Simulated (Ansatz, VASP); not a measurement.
**One calculation of Sc2GaS, two programs**

```
Sc Ga S
1.0
     4.97197    0.00000    0.00000
    -2.48599    4.30585    0.00000
     0.00000    0.00000    5.00923
Sc Ga S
2 1 1
Direct
  0.33333 0.66667 0.00000
  0.66667 0.33333 0.00000
  0.00000 0.00000 0.00000
  0.00000 0.00000 0.50000
```

Alike in both runs: functional PBE; k mesh 6 × 6 × 4; occupations gaussian, width 0.1 eV; no spin polarisation.

Ansatz relaxed the structure, and its values are those at the end. VASP's run is a single point on that final structure, the one shown.

```csv
,VASP,Ansatz
version,VASP 6.6.1,Ansatz 0.2.0
potentials or method,"VASP PAW PBE potentials, release 64 (Sc_sv, Ga_d, S), cutoff 520 eV","scalar-relativistic, plane waves, PAW"
valence electrons in the cell,41,41
```

|  | VASP | Ansatz | Ansatz less VASP |
| --- | --- | --- | --- |
| gap on the k mesh at the Fermi level (eV) | none | none | - |
| pressure (GPa) | 0.1 | 0.1 | -0.04 |

A gap of «none» marks a metal or a gap that the smearing closes. The functional is the same, so the differences come from potentials, cutoffs and numerics.
